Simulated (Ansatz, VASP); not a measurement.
**Two plane-wave programs on Bi**

File INCAR:

```
PREC     = Accurate       # precision mode
ENCUT    = 520            # plane-wave cutoff, eV
EDIFF    = 1E-8           # SCF threshold, eV
ISMEAR   = -1             # smearing method
SIGMA    = 0.03           # smearing width, eV
LREAL    = False          # projectors in reciprocal space
LASPH    = True           # aspherical terms in the spheres
NELM     = 100            # most SCF steps
ALGO     = Normal         # electronic algorithm
ISIF     = 2              # what is computed and relaxed
LWAVE    = False          # write WAVECAR
LCHARG   = False          # write CHGCAR
GGA      = PS             # functional
LEFG     = True         
NBANDS   = 22             # bands
```

Contents of KPOINTS:

```
regular mesh
0
Gamma
  9 9 3
```

File POSCAR:

```
Bi
1.0
    4.5690607804      0.0000000000      0.0000000000
   -2.2845303902      3.9569227073      0.0000000000
    0.0000000000      0.0000000000     11.9073400314
Bi
2
Direct
    0.3333333333      0.6666666667      0.2500000000
    0.6666666667      0.3333333333      0.7500000000
```

Input for Ansatz:

```yaml
crystal:
  lattice:
    - [4.5690607804, 0.0, 0.0]
    - [-2.2845303902, 3.9569227073, 0.0]
    - [0.0, 0.0, 11.9073400314]
  atoms:
    - { symbol: Bi, position: [0.3333333333, 0.6666666667, 0.25] }
    - { symbol: Bi, position: [0.6666666667, 0.3333333333, 0.75] }
kpoints:
  mp_grid: { grid: [9, 9, 3] }
scf:
  occupations: { method: fermi_dirac, width: 0.03 }
hamiltonian:
  xc: pbesol
  pseudopotentials: { kind: paw }
output:
  forces: true
  stress: true
  eigenvalues: true
  efg: { contact_densities: true }
```

Change from the starting cell: volume scaled by 1.02, PAW files.

Alike in both runs: task electric field gradients; functional PBEsol; k mesh 9 × 9 × 3; occupations fermi-dirac, width 0.03 eV; no spin polarisation.

|  | VASP | Ansatz |
| --- | --- | --- |
| version | VASP 6.6.1 | Ansatz 0.2.0 |
| potentials or method | VASP PAW PBE potentials, release 64 (Bi_d) | PAW with Ansatz's default frozen-core files, scalar-relativistic |
| plane-wave cutoff (eV) | 520 | 420 |
| valence electrons in the cell | 30 | 30 |

Ansatz gave:

```
pressure (GPa)                                                : -3.4
traceless stress, the component that is largest in VASP (GPa) : 3.07
size of Vzz on the site where it differs most (V/Å²)          : 123.1
```

What did VASP give for the same quantities?

Pressure (GPa): -3.4; traceless stress, the component that is largest in VASP (GPa): 3.07; size of Vzz on the site where it differs most (V/Å²): 129.1.

VASP's potentials were made for PBE, not for PBEsol. The functional is the same, so the differences come from potentials, cutoffs and numerics.

Spin-orbit coupling is off throughout.
